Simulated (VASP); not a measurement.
# CdF2 (Fm-3m) in VASP: further runs

Aim: see how the results for CdF2 move with the level of theory and the settings. Levels: r2SCAN, PBEsol, PBE, LDA. Tasks: single point.

Program: VASP 6.6.1. These are calculated values, not measurements. Logs are shortened: lines on timing, memory, paths and dates and some standing lists are left out, and cuts for length are marked.

**1. The cell of the first run**

It takes space group Fm-3m (No. 225, cubic). Conventional cell: a = 5.388 Å, b = 5.388 Å, c = 5.388 Å, α = 90.00°, β = 90.00°, γ = 90.00°. Within 3.1 Å of Cd (site symmetry m-3m) lie 8 F at 2.33 Å. F (site symmetry -43m) has 4 Cd at 2.33 Å and 6 F at 2.69 Å within 3.1 Å.

**2. Single point, r2SCAN**

File POSCAR:

```
CdF2
1.0
    0.0000000000      2.6940000000      2.6940000000
    2.6940000000      0.0000000000      2.6940000000
    2.6940000000      2.6940000000      0.0000000000
Cd F
1 2
Direct
    0.0000000000      0.0000000000      0.0000000000
    0.7500000000      0.7500000000      0.7500000000
    0.2500000000      0.2500000000      0.2500000000
```

File INCAR.step1:

```
PREC     = Accurate       # precision mode
ENCUT    = 520            # plane-wave cutoff, eV
ISMEAR   = 0              # smearing method
SIGMA    = 0.01           # smearing width, eV
LREAL    = F              # projectors in reciprocal space
LASPH    = T              # aspherical terms in the spheres
NELM     = 60             # most SCF steps
NBANDS   = 20             # bands
GGA      = PE             # functional
ALGO     = Normal         # electronic algorithm
EDIFF    = 1E-4           # SCF threshold, eV
LWAVE    = T              # write WAVECAR
LCHARG   = F              # write CHGCAR
```

File INCAR.step2:

```
PREC     = Accurate       # precision mode
ENCUT    = 520            # plane-wave cutoff, eV
EDIFF    = 1E-7           # SCF threshold, eV
ISMEAR   = 0              # smearing method
SIGMA    = 0.01           # smearing width, eV
LREAL    = F              # projectors in reciprocal space
LASPH    = T              # aspherical terms in the spheres
NELM     = 60             # most SCF steps
ALGO     = Normal         # electronic algorithm
ISIF     = 2              # what is computed and relaxed
LWAVE    = F              # write WAVECAR
LCHARG   = F              # write CHGCAR
METAGGA  = R2SCAN         # meta-GGA
LMIXTAU  = T            
NBANDS   = 20             # bands
ISTART   = 1
```

File KPOINTS:

```
regular mesh
0
Gamma
  8 8 8
```

Potentials or basis: VASP PAW PBE potentials, release 64 (Cd, F).

Started as:

```bash
$ cat potpaw_PBE.64/Cd/POTCAR potpaw_PBE.64/F/POTCAR > POTCAR
$ cp INCAR.step1 INCAR
$ mpirun -np 1 vasp_std > vasp.out
$ cp INCAR.step2 INCAR
$ mpirun -np 1 vasp_std > vasp.out
```

OUTCAR:

```text
PREC = Accurate
   ENCUT = 520
   EDIFF = 1E-7
   ISMEAR = 0
   LREAL = F
   LASPH = T
   NELM = 60
   ISIF = 2
   METAGGA = R2SCAN
   ISTART = 1

 ion  position               nearest neighbor table
   1  0.000  0.000  0.000-   2 2.33   2 2.33   2 2.33   2 2.33   3 2.33   3 2.33   3 2.33   3 2.33

   2  0.750  0.750  0.750-   1 2.33   1 2.33   1 2.33   1 2.33
   3  0.250  0.250  0.250-   1 2.33   1 2.33   1 2.33   1 2.33

  LATTYP: Found a face centered cubic cell.
 ALAT       =     5.3880000000

  Lattice vectors:

 A1 = (   0.0000000000,   2.6940000000,   2.6940000000)
 A2 = (   2.6940000000,   0.0000000000,   2.6940000000)
 A3 = (   2.6940000000,   2.6940000000,   0.0000000000)

Analysis of symmetry for initial positions (statically):
=====================================================================
 Subroutine PRICEL returns:
 Original cell was already a primitive cell.

 Routine SETGRP: Setting up the symmetry group for a
 face centered cubic supercell.

 Subroutine GETGRP returns: Found 48 space group operations
 (whereof 48 operations were pure point group operations)
 out of a pool of 48 trial point group operations.

The static configuration has the point symmetry O_h .

Analysis of symmetry for dynamics (positions and initial velocities):
=====================================================================
 Subroutine PRICEL returns:
 Original cell was already a primitive cell.

 Routine SETGRP: Setting up the symmetry group for a
 face centered cubic supercell.

 Subroutine GETGRP returns: Found 48 space group operations
 (whereof 48 operations were pure point group operations)
 out of a pool of 48 trial point group operations.

The dynamic configuration has the point symmetry O_h .

 Subroutine INISYM returns: Found 48 space group operations
 (whereof 48 operations are pure point group operations),
 and found     1 'primitive' translations

----------------------------------------------------------------------------------------

                                     Primitive cell

  volume of cell :      39.1041

  direct lattice vectors                    reciprocal lattice vectors
     0.000000000  2.694000000  2.694000000    -0.185597624  0.185597624  0.185597624
[... 83 lines left out ...]
   LNONCOLLINEAR =      F non collinear calculations
   LSORBIT =      F    spin-orbit coupling
   LASPH  =      T    aspherical Exc in radial PAW
   ENCUT  =  520.0 eV  38.22 Ry    6.18 a.u.   7.08  7.08  7.08*2*pi/ulx,y,z
   NELM   =     60;   NELMIN=  2; NELMDL=  0     # of ELM steps
   EDIFF  = 0.1E-06   stopping-criterion for ELM
   LREAL  =      F    real-space projection
   EDIFFG = 0.1E-05   stopping-criterion for IOM
   NSW    =      0    number of steps for IOM
   IBRION =     -1    ionic relax: 0-MD 1-quasi-New 2-CG
   NFREE  =      0    steps in history (QN), initial steepest desc. (CG)
   ISIF   =      2    stress and relaxation
   ISYM   =      2    0-nonsym 1-usesym 2-fastsym
   POTIM  = 0.5000    time-step for ionic-motion
   TEBEG  =    0.0;   TEEND  =   0.0 temperature during run
   PSTRESS=    0.0 pullay stress
   NELECT =      26.0000    total number of electrons
   NUPDOWN=      -1.0000    fix difference up-down
   EMIN   =  10.00;   EMAX   =-10.00  energy-range for DOS
   EFERMI =   0.00;   METHOD = LEGACY
   ISMEAR =     0;   SIGMA  =   0.01  broadening in eV -4-tet -1-fermi 0-gaus
   EFERMI_NEDOS =   21; number of points for ismear=-14 and -15
   IALGO  =     38    algorithm
   IMIX   =      4    mixing-type and parameters
     AMIX     =   0.40;   BMIX     =  1.00
     AMIX_MAG =   1.60;   BMIX_MAG =  1.00
  volume/ion in A,a.u.               =      13.03        87.96
  Fermi-wavevector in a.u.,A,eV,Ry     =   1.428867  2.700166 27.778468  2.041660
  Thomas-Fermi vector in A             =   2.548882
   LORBIT       =      0    0 simple, 1 ext, 2 COOP (PROOUT), +10 PAW based schemes
   METAGGA = R2SCAN    functional components
   LHFCALC =     F    Hartree Fock is set to
   AEXX    =    0.0000 exact exchange contribution
   IVDW    =     0    specifies the selected vdW correction
   LEPSILON=     F    determine dielectric tensor
   LRPA    =     F    only Hartree local field effects (RPA)
 non-spin polarized calculation
 Gauss-broadening in eV      SIGMA  =   0.01
  energy-cutoff  :      520.00
  volume of cell :       39.10
 maximum number of plane-waves:      1067
   NGX = 15   NGY = 15   NGZ = 15

 number of electron      25.9999990 magnetization

 Free energy of the ion-electron system (eV)
  ---------------------------------------------------
  ext. energy  EPLUGINS =         0.00000000
  ---------------------------------------------------
  free energy    TOTEN  =       -33.71929405 eV

  energy without entropy =      -33.71929405  energy(sigma->0) =      -33.71929405

 E-fermi :  -1.7486     XC(G=0): -11.0481

 val. band max:       -1.8679010740   @ k =  -0.2500   0.5000   0.2500
 cond. band min:       1.8824274746   @ k =   0.0000   0.0000   0.0000
 fundamental gap:      3.7503285486
 Fermi energy:        -1.7485830949

 k-point     1 :       0.0000    0.0000    0.0000
  band No.  band energies     occupation
      1     -23.8073      2.00000
      2     -22.7410      2.00000
      3      -7.4972      2.00000
      4      -7.4972      2.00000
      5      -7.4972      2.00000
      6      -6.2588      2.00000
[... 541 lines left out ...]
     19      17.6346      0.00000
     20      21.5577      0.00000

 [... further k-points ...]

------------------------ aborting loop because EDIFF is reached ----------------------------------------

  FORCE on cell =-STRESS in cart. coord.  units (eV):
  Direction    XX          YY          ZZ          XY          YZ          ZX
  --------------------------------------------------------------------------------------
  -------------------------------------------------------------------------------------
  Total        0.2475059      0.2475059      0.2475059      0.0000000     -0.0000000      0.0000000
  in kB       10.1408253     10.1408253     10.1408253      0.0000000     -0.0000000      0.0000000
  external PRESSURE =      10.1408253 kB  Pullay stress =       0.0000000 kB

 VOLUME and BASIS-vectors are now :
 -----------------------------------------------------------------------------
  energy-cutoff  :      520.00
  volume of cell :       39.10
      direct lattice vectors                 reciprocal lattice vectors
     0.000000000  2.694000000  2.694000000    -0.185597624  0.185597624  0.185597624
     2.694000000  0.000000000  2.694000000     0.185597624 -0.185597624  0.185597624
     2.694000000  2.694000000  0.000000000     0.185597624  0.185597624 -0.185597624

 POSITION                                       TOTAL-FORCE (eV/Angst)
 -----------------------------------------------------------------------------------
      0.00000      0.00000      0.00000        -0.000000      0.000000     -0.000000
      4.04100      4.04100      4.04100         0.000000      0.000000      0.000000
      1.34700      1.34700      1.34700        -0.000000     -0.000000     -0.000000
 -----------------------------------------------------------------------------------
    total drift:                                0.000000      0.000000      0.000000

  FREE ENERGIE OF THE ION-ELECTRON SYSTEM (eV)
  ---------------------------------------------------
  free  energy   TOTEN  =       -33.7192940452 eV

  energy  without entropy=      -33.7192940452  energy(sigma->0) =      -33.71929405
```

OSZICAR.step1:

```text
N       E                     dE             d eps       ncg     rms          rms(c)
DAV:   1     0.199737384312E+03    0.19974E+03   -0.15509E+04  1192   0.132E+03
DAV:   2    -0.426037275508E+01   -0.20400E+03   -0.19502E+03  1260   0.347E+02
DAV:   3    -0.125315315502E+02   -0.82712E+01   -0.82503E+01  1332   0.770E+01
DAV:   4    -0.125661309036E+02   -0.34599E-01   -0.34598E-01  1216   0.516E+00
DAV:   5    -0.125662553599E+02   -0.12446E-03   -0.12446E-03  1344   0.278E-01    0.103E+01
DAV:   6    -0.108290470372E+02    0.17372E+01   -0.39738E+00  1480   0.373E+01    0.746E+00
DAV:   7    -0.108742478589E+02   -0.45201E-01   -0.88439E-01  1184   0.850E+00    0.425E+00
DAV:   8    -0.108671646733E+02    0.70832E-02   -0.13346E-01  1208   0.344E+00    0.703E-01
DAV:   9    -0.108586841330E+02    0.84805E-02   -0.32519E-02  1408   0.225E+00    0.873E-02
DAV:  10    -0.108592479906E+02   -0.56386E-03   -0.28608E-03  1192   0.586E-01    0.119E-01
DAV:  11    -0.108593469645E+02   -0.98974E-04   -0.12056E-04  1020   0.110E-01
   1 F= -.10859347E+02 E0= -.10859347E+02  d E =-.277537E-99
```

It took 57 s on 1 thread of Intel Xeon Platinum 8559C (Emerald Rapids), shared host; peak memory 0.17 GiB.

Results:

| Quantity | Value |
| --- | --- |
| Free energy | -33.7193 eV |
| Pressure | 1.0 GPa |
| Band gap on the k mesh | 3.75 eV, indirect (least direct gap 4.25 eV) |

Caveat: the PAW data sets were made with another functional, which shifts forces and pressure a little.

**3. Single point, PBEsol**

File INCAR:

```
  ALGO = Normal
  EDIFF = 1E-7
  ENCUT = 520
  GGA = PS
  ISIF = 2
  ISMEAR = -1
  LASPH = T
  LCHARG = F
  LREAL = F
  LWAVE = F
  NBANDS = 20
  NELM = 80
  PREC = Accurate
  SIGMA = 0.05
```

File KPOINTS:

```
k-points
0
Gamma
  7 7 7
```

POSCAR is that of step 2.

Potentials or basis: VASP PAW PBE potentials, release 64 (Cd, F).

Started as:

```bash
$ cat potpaw_PBE.64/Cd/POTCAR potpaw_PBE.64/F/POTCAR > POTCAR
$ mpirun -np 1 vasp_std > vasp.out
```

It took 14 s on 1 thread of AMD EPYC 7R13 (Zen 3), shared host; peak memory 0.13 GiB.

The run converged. Its results:

```
Free energy            : -11.5931 eV
Pressure               : 0.5 GPa
Band gap on the k mesh : 2.96 eV, indirect (least direct gap 3.39 eV)
```

Levels at points of the mesh, in eV from the valence-band top:
| k point | band 11 | band 12 | band 13 | band 14 | band 15 | band 16 |
| --- | --- | --- | --- | --- | --- | --- |
| (0.00, 0.00, 0.00) | -0.43 | -0.43 | -0.43 | 2.96 | 12.56 | 12.56 |

Caveat: the PAW data sets were made with another functional, which shifts forces and pressure a little.

(Part 1 of 2 ends here.)
